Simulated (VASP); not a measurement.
Input of a VASP 6.6.1 run:

File INCAR:

```
ALGO = Fast
EDIFF = 1E-6
ENCUT = 520
GGA = PE
ISIF = 2
ISMEAR = 0
LASPH = True
LCHARG = True
LELF = True
LREAL = False
LVHAR = True
LWAVE = False
NBANDS = 30
NELM = 80
PREC = Accurate
SIGMA = 0.1
```

Contents of KPOINTS:

```
k-points
0
Gamma
  10 10 10
```

Contents of POSCAR:

```
BPd4
1.0
    4.2026343489      0.0000000000      0.0000000000
    0.0000000000      4.2026343489      0.0000000000
    0.0000000000      0.0000000000      4.2026343489
B Pd
1 4
Direct
    0.5000000000      0.5000000000      0.5000000000
    0.2342540740      0.2342540740      0.2342540740
    0.7657459260      0.7657459260      0.2342540740
    0.7657459260      0.2342540740      0.7657459260
    0.2342540740      0.7657459260      0.7657459260
```

Potentials or basis: VASP PAW PBE potentials, release 64 (B, Pd).

Run with:

```sh
$ cat potpaw_PBE.64/B/POTCAR potpaw_PBE.64/Pd/POTCAR > POTCAR
$ mpirun -np 1 vasp_std > vasp.out
```

Estimate the largest force.

0.081 eV/Å.

What does it give for the pressure?

0.2 GPa.

Forces in eV/Å, atoms in the order of the input:
```
B    0.000  0.000  0.000
Pd  -0.047 -0.047 -0.047
Pd   0.047  0.047 -0.047
Pd   0.047 -0.047  0.047
Pd  -0.047  0.047  0.047
```
